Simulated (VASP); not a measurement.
# SiO2 in VASP: single point with PBE

Aim: the single point of SiO2 with PBE.

All numbers are computed with VASP 6.6.1; they aren't measurements. Logs are shortened: lines on timing, memory, paths and dates and some standing lists are left out, and cuts for length are marked.

## 1. The cell of the first run

The cell holds a slab with vacuum, 24 atoms: a = 5.913 Å, b = 5.332 Å, c = 15.768 Å, α = 90.00°, β = 90.00°, γ = 90.00°.

## 2. Single point, PBE

The input, INCAR:

```
ALGO = Normal
EDIFF = 1E-6
ENCUT = 520
GGA = PE
ISIF = 2
ISMEAR = -1
LASPH = True
LCHARG = True
LELF = True
LREAL = Auto
LVHAR = True
LWAVE = False
NBANDS = 82
NELM = 60
PREC = Accurate
SIGMA = 0.05
```

The input, KPOINTS:

```
k-points
0
Gamma
  2 2 1
```

The input, POSCAR:

```
SiO2
1.0
    5.9131100000      0.0000000000      0.0000000000
    0.0000000000      5.3324000000      0.0000000000
    0.0000000000      0.0000000000     15.7677400000
Si O
8 16
Direct
    0.0000000000      0.0000000000      0.0634206000
    0.5000000000      0.2500000000      0.0634206000
    0.5000000000      0.0000000000      0.2896472540
    1.0000000000      0.2500000000      0.2612586575
    0.0000000000      0.5000000000      0.0634206000
    0.5000000000      0.7500000000      0.0634206000
    0.5000000000      0.5000000000      0.2896472540
    1.0000000000      0.7500000000      0.2612586575
    0.0000000000      0.0000000000      0.1744624620
    0.1937000000      0.2500000000      0.0634206000
    0.5000000000      0.0000000000      0.1240755428
    0.8063000000      0.2500000000      0.0634206000
    0.5000000000      0.0000000000      0.3938581346
    0.6876728162      0.2500000000      0.2594895706
    0.0000000000      0.0000000000      0.3256678799
    0.3123271838      0.2500000000      0.2594895706
    0.0000000000      0.5000000000      0.1744624620
    0.1937000000      0.7500000000      0.0634206000
    0.5000000000      0.5000000000      0.1240755428
    0.8063000000      0.7500000000      0.0634206000
    0.5000000000      0.5000000000      0.3938581346
    0.6876728162      0.7500000000      0.2594895706
    0.0000000000      0.5000000000      0.3256678799
    0.3123271838      0.7500000000      0.2594895706
```

Potentials or basis: VASP PAW PBE potentials, release 64 (Si, O).

Command:

```
$ cat potpaw_PBE.64/Si/POTCAR potpaw_PBE.64/O/POTCAR > POTCAR
$ mpirun -np 1 vasp_std > vasp.out
```

OUTCAR:

```text
EDIFF = 1E-6
   ENCUT = 520
   GGA = PE
   ISIF = 2
   ISMEAR = -1
   LASPH = True
   LREAL = Auto
   NELM = 60
   PREC = Accurate

 ion  position               nearest neighbor table
   1  0.000  0.000  0.063-   9 1.75  10 1.76  12 1.76  18 1.76  20 1.76   5 2.67   5 2.67
   2  0.500  0.250  0.063-  11 1.64  19 1.64  12 1.81  10 1.81   6 2.67   6 2.67
   3  0.500  0.000  0.290-  13 1.64  14 1.80  16 1.80  22 1.80  24 1.80   7 2.67   7 2.67
   4  0.000  0.250  0.261-  15 1.68  23 1.68  16 1.85  14 1.85  17 1.91   9 1.91   8 2.67   8 2.67

   5  0.000  0.500  0.063-  17 1.75  12 1.76  10 1.76  18 1.76  20 1.76   1 2.67   1 2.67
   6  0.500  0.750  0.063-  11 1.64  19 1.64  18 1.81  20 1.81   2 2.67   2 2.67
   7  0.500  0.500  0.290-  21 1.64  16 1.80  14 1.80  22 1.80  24 1.80   3 2.67   3 2.67
   8  0.000  0.750  0.261-  15 1.68  23 1.68  22 1.85  24 1.85  17 1.91   9 1.91   4 2.67   4 2.67

   9  0.000  0.000  0.174-   1 1.75   4 1.91   8 1.91
  10  0.194  0.250  0.063-   1 1.76   5 1.76   2 1.81
  11  0.500  0.000  0.124-   2 1.64   6 1.64
  12  0.806  0.250  0.063-   1 1.76   5 1.76   2 1.81
  13  0.500  0.000  0.394-   3 1.64
  14  0.688  0.250  0.259-   3 1.80   7 1.80   4 1.85
  15  0.000  0.000  0.326-   4 1.68   8 1.68
  16  0.312  0.250  0.259-   3 1.80   7 1.80   4 1.85
  17  0.000  0.500  0.174-   5 1.75   4 1.91   8 1.91
  18  0.194  0.750  0.063-   1 1.76   5 1.76   6 1.81
  19  0.500  0.500  0.124-   2 1.64   6 1.64
  20  0.806  0.750  0.063-   1 1.76   5 1.76   6 1.81
  21  0.500  0.500  0.394-   7 1.64
  22  0.688  0.750  0.259-   3 1.80   7 1.80   8 1.85
  23  0.000  0.500  0.326-   4 1.68   8 1.68
  24  0.312  0.750  0.259-   3 1.80   7 1.80   8 1.85

  LATTYP: Found a simple orthorhombic cell.
 ALAT       =     5.3324000000
 B/A-ratio  =     1.1089021829
 C/A-ratio  =     2.9569687195

  Lattice vectors:

 A1 = (   0.0000000000,  -5.3324000000,   0.0000000000)
 A2 = (   5.9131100000,   0.0000000000,   0.0000000000)
 A3 = (   0.0000000000,   0.0000000000,  15.7677400000)

Analysis of symmetry for initial positions (statically):
=====================================================================
 Subroutine PRICEL returns following result:

  LATTYP: Found a simple orthorhombic cell.
 ALAT       =     2.6662000000
 B/A-ratio  =     2.2178043658
 C/A-ratio  =     5.9139374391

  Lattice vectors:

 A1 = (   0.0000000000,  -2.6662000000,   0.0000000000)
 A2 = (   5.9131100000,   0.0000000000,   0.0000000000)
 A3 = (   0.0000000000,   0.0000000000,  15.7677400000)

   2 primitive cells build up your supercell.

 Routine SETGRP: Setting up the symmetry group for a
 simple orthorhombic supercell.

 Subroutine GETGRP returns: Found  4 space group operations
 (whereof  4 operations were pure point group operations)
 out of a pool of  8 trial point group operations.

The static configuration has the point symmetry C_2v.

Analysis of symmetry for dynamics (positions and initial velocities):
=====================================================================
 Subroutine PRICEL returns following result:

  LATTYP: Found a simple orthorhombic cell.
 ALAT       =     2.6662000000
 B/A-ratio  =     2.2178043658
 C/A-ratio  =     5.9139374391

  Lattice vectors:

 A1 = (   0.0000000000,  -2.6662000000,   0.0000000000)
 A2 = (   5.9131100000,   0.0000000000,   0.0000000000)
 A3 = (   0.0000000000,   0.0000000000,  15.7677400000)

   2 primitive cells build up your supercell.

 Routine SETGRP: Setting up the symmetry group for a
 simple orthorhombic supercell.

 Subroutine GETGRP returns: Found  4 space group operations
 (whereof  4 operations were pure point group operations)
 out of a pool of  8 trial point group operations.

The dynamic configuration has the point symmetry C_2v.

 Subroutine INISYM returns: Found  4 space group operations
 (whereof  4 operations are pure point group operations),
 and found     2 'primitive' translations

----------------------------------------------------------------------------------------

                                     Primitive cell

  volume of cell :     248.5868

  direct lattice vectors                    reciprocal lattice vectors
[... 22 lines left out ...]
   primitive index   ion index
                 1           1
                 2           2
                 3           3
                 4           4
                 5           9
                 6          10
                 7          11
                 8          12
                 9          13
                10          14
                11          15
                12          16

----------------------------------------------------------------------------------------

 KPOINTS: k-points

Automatic generation of k-mesh.
 Grid dimensions read from file:
 generate k-points for:    2    2    1

 Generating k-lattice:

  Cartesian coordinates                     Fractional coordinates (reciprocal lattice)
     0.084557872  0.000000000  0.000000000     0.500000000  0.000000000  0.000000000
     0.000000000  0.093766409  0.000000000     0.000000000  0.500000000  0.000000000
     0.000000000  0.000000000  0.063420630     0.000000000  0.000000000  1.000000000

  Length of vectors
     0.084557872  0.093766409  0.063420630

  Shift w.r.t. Gamma in fractional coordinates (k-lattice)
     0.000000000  0.000000000  0.000000000

 Subroutine IBZKPT returns following result:
 ===========================================

 Found      4 irreducible k-points:

 Following reciprocal coordinates:
            Coordinates               Weight
  0.000000  0.000000  0.000000      1.000000
  0.500000  0.000000  0.000000      1.000000
  0.000000  0.500000  0.000000      1.000000
  0.500000  0.500000  0.000000      1.000000
   k-points           NKPTS =      4   k-points in BZ     NKDIM =      4   number of bands    NBANDS=     82
   number of dos      NEDOS =    301   number of ions     NIONS =     24
   total plane-waves  NPLWV = 230400
   dimension x,y,z NGX =    48 NGY =   40 NGZ =  120
   dimension x,y,z NGXF=    96 NGYF=   80 NGZF=  240
   ions per type =               8  16
   NGX,Y,Z   is equivalent  to a cutoff of  13.50, 12.47, 12.65 a.u.
   NGXF,Y,Z  is equivalent  to a cutoff of  26.99, 24.94, 25.30 a.u.
 SYSTEM =  unknown system
   PREC   = accura    normal or accurate (medium, high low for compatibility)
   ISTART =      0    job   : 0-new  1-cont  2-samecut
   ICHARG =      2    charge: 1-file 2-atom 10-const
   ISPIN  =      1    spin polarized calculation?
   LNONCOLLINEAR =      F non collinear calculations
   LSORBIT =      F    spin-orbit coupling
   LASPH  =      T    aspherical Exc in radial PAW
   ENCUT  =  520.0 eV  38.22 Ry    6.18 a.u.  10.99  9.91 29.32*2*pi/ulx,y,z
   NELM   =     60;   NELMIN=  2; NELMDL= -5     # of ELM steps
   EDIFF  = 0.1E-05   stopping-criterion for ELM
   LREAL  =      T    real-space projection
   EDIFFG = 0.1E-04   stopping-criterion for IOM
   NSW    =      0    number of steps for IOM
   IBRION =     -1    ionic relax: 0-MD 1-quasi-New 2-CG
   NFREE  =      0    steps in history (QN), initial steepest desc. (CG)
   ISIF   =      2    stress and relaxation
   ISYM   =      2    0-nonsym 1-usesym 2-fastsym
   POTIM  = 0.5000    time-step for ionic-motion
   TEBEG  =    0.0;   TEEND  =   0.0 temperature during run
   PSTRESS=    0.0 pullay stress
   NELECT =     128.0000    total number of electrons
   NUPDOWN=      -1.0000    fix difference up-down
   EMIN   =  10.00;   EMAX   =-10.00  energy-range for DOS
   EFERMI =   0.00;   METHOD = LEGACY
   ISMEAR =    -1;   SIGMA  =   0.05  broadening in eV -4-tet -1-fermi 0-gaus
   EFERMI_NEDOS =   21; number of points for ismear=-14 and -15
   IALGO  =     38    algorithm
   IMIX   =      4    mixing-type and parameters
     AMIX     =   0.40;   BMIX     =  1.00
     AMIX_MAG =   1.60;   BMIX_MAG =  1.00
  volume/ion in A,a.u.               =      20.72       139.80
  Fermi-wavevector in a.u.,A,eV,Ry     =   1.041459  1.968072 14.757376  1.084637
  Thomas-Fermi vector in A             =   2.176080
   LORBIT       =      0    0 simple, 1 ext, 2 COOP (PROOUT), +10 PAW based schemes
   GGA     = PE    functional components
   LHFCALC =     F    Hartree Fock is set to
   AEXX    =    0.0000 exact exchange contribution
   IVDW    =     0    specifies the selected vdW correction
   LEPSILON=     F    determine dielectric tensor
   LRPA    =     F    only Hartree local field effects (RPA)
 non-spin polarized calculation
  energy-cutoff  :      520.00
  volume of cell :      497.17
 maximum number of plane-waves:     13448
 NGX is ok and might be reduce to    48
   NGX = 21   NGY = 19   NGZ = 59

 number of electron     127.9999931 magnetization

 Free energy of the ion-electron system (eV)
  ---------------------------------------------------
  ext. energy  EPLUGINS =         0.00000000
  ---------------------------------------------------
  free energy    TOTEN  =      -167.56927052 eV

  energy without entropy =     -167.43828804  energy(sigma->0) =     -167.50377928

 E-fermi :  -0.7541     XC(G=0):  -5.8383

 val. band max:       -0.7777526678   @ k =   0.0000   0.0000   0.0000
 cond. band min:      -0.7197558185   @ k =   0.0000   0.0000   0.0000
 fundamental gap:      0.0579968493
 Fermi energy:        -0.7541472898

 k-point     1 :       0.0000    0.0000    0.0000
  band No.  band energies     occupation
      1     -24.7183      2.00000
      2     -23.2580      2.00000
      3     -22.6460      2.00000
      4     -21.8762      2.00000
      5     -21.8211      2.00000
      6     -21.6227      2.00000
[... 305 lines left out ...]
     75       6.7994      0.00000
     76       6.7994      0.00000
 [bands above 76 left out]

------------------------ aborting loop because EDIFF is reached ----------------------------------------

  FORCE on cell =-STRESS in cart. coord.  units (eV):
  Direction    XX          YY          ZZ          XY          YZ          ZX
  --------------------------------------------------------------------------------------
  -------------------------------------------------------------------------------------
  Total       15.5652929      3.9009406     -0.7916726      0.0000000      0.0000000      0.0000000
  in kB       50.1602570     12.5710569     -2.5512208      0.0000000      0.0000000      0.0000000
  external PRESSURE =      20.0600310 kB  Pullay stress =       0.0000000 kB

 VOLUME and BASIS-vectors are now :
 -----------------------------------------------------------------------------
  energy-cutoff  :      520.00
  volume of cell :      497.17
      direct lattice vectors                 reciprocal lattice vectors
     5.913110000  0.000000000  0.000000000     0.169115745  0.000000000  0.000000000
     0.000000000  5.332400000  0.000000000     0.000000000  0.187532818  0.000000000
     0.000000000  0.000000000 15.767740000     0.000000000  0.000000000  0.063420630

 POSITION                                       TOTAL-FORCE (eV/Angst)
 -----------------------------------------------------------------------------------
      0.00000      0.00000      1.00000        -0.000000      0.000000      6.760249
      2.95655      1.33310      1.00000        -0.000000      0.000000      0.261528
      2.95655      0.00000      4.56708         0.000000      0.000000     -0.125293
      0.00000      1.33310      4.11946         0.000000      0.000000     -0.114179
      0.00000      2.66620      1.00000        -0.000000     -0.000000      6.760249
      2.95655      3.99930      1.00000        -0.000000      0.000000      0.261528
[... 16 lines left out ...]
      0.00000      2.66620      5.13505        -0.000000      0.000000      0.068477
      1.84682      3.99930      4.09156        -0.036718      0.000000      0.054579
 -----------------------------------------------------------------------------------
    total drift:                                0.000000      0.000000      0.019553

  FREE ENERGIE OF THE ION-ELECTRON SYSTEM (eV)
  ---------------------------------------------------
  free  energy   TOTEN  =      -167.5692705249 eV

  energy  without entropy=     -167.4382880409  energy(sigma->0) =     -167.50377928
```

Run time: 7.5 min. Hardware: 1 thread of AMD EPYC 7R43 (Zen 3), shared host; peak memory 0.47 GiB.

Results:

| Quantity | Value |
| --- | --- |
| Free energy | -167.5693 eV |
| Largest force | 6.760 eV/Å |
| Band gap on the k mesh | zero (band 64 reaches -0.72 eV, above the bottom of band 65 at -0.84 eV) |

Forces in eV/Å, atoms in the order of the input:
```
Si   0.000  0.000  6.760
Si   0.000  0.000  0.262
Si   0.000  0.000 -0.125
Si   0.000  0.000 -0.114
Si   0.000  0.000  6.760
Si   0.000  0.000  0.262
Si   0.000  0.000 -0.125
Si   0.000  0.000 -0.114
O    0.000  0.000  0.044
O   -1.294  0.000 -3.532
O    0.000  0.000  0.007
O    1.294  0.000 -3.532
O    0.000  0.000  0.053
O    0.037  0.000  0.055
O    0.000  0.000  0.068
O   -0.037  0.000  0.055
O    0.000  0.000  0.044
O   -1.294  0.000 -3.532
O    0.000  0.000  0.007
O    1.294  0.000 -3.532
O    0.000  0.000  0.053
O    0.037  0.000  0.055
O    0.000  0.000  0.068
O   -0.037  0.000  0.055
```

Levels at points of the mesh, in eV from the Fermi level:
| k point | band 60 | band 61 | band 62 | band 63 | band 64 | band 65 | band 66 | band 67 | band 68 | band 69 |
| --- | --- | --- | --- | --- | --- | --- | --- | --- | --- | --- |
| (0.00, 0.00, 0.00) | -0.92 | -0.72 | -0.20 | -0.02 | 0.03 | 0.27 | 0.81 | 0.83 | 1.07 | 2.69 |
| (0.50, 0.00, 0.00) | -1.07 | -0.76 | -0.38 | -0.20 | -0.07 | 0.59 | 0.82 | 1.04 | 1.68 | 2.89 |
| (0.00, 0.50, 0.00) | -0.39 | -0.19 | -0.19 | -0.18 | -0.18 | -0.08 | -0.08 | 0.91 | 0.91 | 5.30 |
| (0.50, 0.50, 0.00) | -0.75 | -0.26 | -0.26 | -0.05 | -0.05 | 0.11 | 0.11 | 0.75 | 0.75 | 5.98 |

Caveat: the k points lie up to 0.59 Å⁻¹ apart.
